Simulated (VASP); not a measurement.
Wanted: the native input for a VASP 6.6.1 run.

```yaml
Task: single point
Functional: PBEsol
Potentials_or_basis: VASP PAW PBE potentials, release 64 (Sn_d, Nb_sv)
Cutoff: 520 eV
k_mesh: 2 × 2 × 3
Occupations: fermi-dirac, width 0.1 eV
Spin: no spin polarisation
Dipole_correction: no
Further_INCAR_settings: LREAL = Auto; ALGO = Normal; EDIFF = 1e-06; NBANDS = 174
```

The structure of Nb7Sn16 (a cell with a defect) lies in POSCAR:

```
Nb7Sn16
1.0
    0.0000005700     11.2354140000     -0.0000003000
   -0.0000001400     -2.8088532500      9.5127110700
    4.9038181400      2.8088532500     -0.0000000700
Sn Nb
16 7
Direct
    0.2320250392      0.8281548771     -0.0410045827
    0.2906575957      0.1585886585      0.0001608658
    0.4134662939      0.6626643139      0.4408193362
    0.3331077297      0.3323327189      0.4923253244
    0.4171652006     -0.0035025612      0.3097534856
    0.0809197584     -0.0014749663      0.6765611731
    0.2036844425      0.5108844405      0.1594826588
    0.0442367061      0.5021124930      0.8247510266
    0.7117366582      0.8380103379      0.0602242382
    0.7921230122      0.1682526912      0.0090079956
    0.8931512146      0.6724476607      0.5422594210
    0.8345719733      0.3420471053      0.5011573639
    0.9216321020     -0.0102020022      0.3415845420
    0.5974590951      0.0169796205      0.6410726442
    0.7079433188      0.5041537781      0.1918461575
    0.5277656378      0.4835653248      0.8604488679
    0.0659643257      0.2563115816     -0.0001117500
    0.0592794587      0.2443631511      0.5013640250
    0.1902855673      0.7581919641      0.4765474434
    0.5638337295      0.2519543747      0.0034378750
    0.9348719933      0.7424419001      0.0247312538
    0.5613935434      0.2486046497      0.4979819082
    0.5625264269      0.7502003550      0.7505697967
```

The input as run:

INCAR

```
SYSTEM = Nb7Sn16
PREC = Accurate ; ENCUT = 520
EDIFF = 1E-6 ; ISMEAR = -1
SIGMA = 0.1 ; LREAL = Auto
LASPH = .TRUE. ; NELM = 60
ALGO = Normal ; ISIF = 2
LWAVE = .FALSE. ; LCHARG = .TRUE.
GGA = PS ; LELF = .TRUE.
LVHAR = .TRUE. ; NBANDS = 174
```

KPOINTS

```
regular mesh
0
G
  2 2 3
  0 0 0
```

Potentials or basis: VASP PAW PBE potentials, release 64 (Sn_d, Nb_sv).

Run with:

```sh
$ cat potpaw_PBE.64/Sn_d/POTCAR potpaw_PBE.64/Nb_sv/POTCAR > POTCAR
$ mpirun -np 1 vasp_std > vasp.out
```

It gave:

```yaml
Pressure: -0.4 GPa
Largest_force: 0.021 eV/Å
Band_gap_on_the_k_mesh: zero (an odd number of electrons rules out a gap without spin polarisation)
```

Caveat: the k points lie up to 0.40 Å⁻¹ apart, too coarse for converged energies and pressures of a metal; the PAW data sets were made with another functional, which shifts forces and pressure a little; spin-orbit coupling is left out, which moves the levels of the heavy elements.

It took 26 min on 1 thread of Intel(R) Xeon(R) Platinum 8488C (Sapphire Rapids), on a shared host, peak memory 0.84 GiB.
